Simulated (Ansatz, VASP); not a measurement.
## ZnS in VASP and in Ansatz

```
Zn S
1.0
     0.00000    2.66408    2.70465
     2.74522    0.00000    2.70465
     2.74522    2.66408    0.00000
Zn S
1 1
Direct
  0.00000 0.00000 0.00000
  0.75000 0.75000 0.75000
```

Change from the starting cell: strain +0.0150 x Voigt [1, -1, 0, 0, 0, 0], atoms carried along.

Alike in both runs: task single point; functional r2SCAN; k mesh 8 × 8 × 8; occupations gaussian, width 0.05 eV; no spin polarisation.

|  | VASP | Ansatz |
| --- | --- | --- |
| version | VASP 6.6.1 | Ansatz 0.2.0 |
| potentials or method | VASP PAW PBE potentials, release 64 (Zn, S), cutoff 520 eV | scalar-relativistic, plane waves, PAW |
| valence electrons in the cell | 18 | 18 |

Ansatz gave:

| Property | Result |
| --- | --- |
| gap on the k mesh at the Fermi level (eV) | 2.60 |
| least direct gap on the mesh (eV) | 2.60 |
| pressure (GPa) | -0.9 |
| traceless stress, the component that is largest in VASP (GPa) | -0.67 |

Which values does VASP return?

gap on the k mesh at the Fermi level (eV): 2.61; least direct gap on the mesh (eV): 2.61; pressure (GPa): -0.8; traceless stress, the component that is largest in VASP (GPa): -0.68.

VASP's potentials were made for PBE, not for r2SCAN. The functional is the same, so the differences come from potentials, cutoffs and numerics.
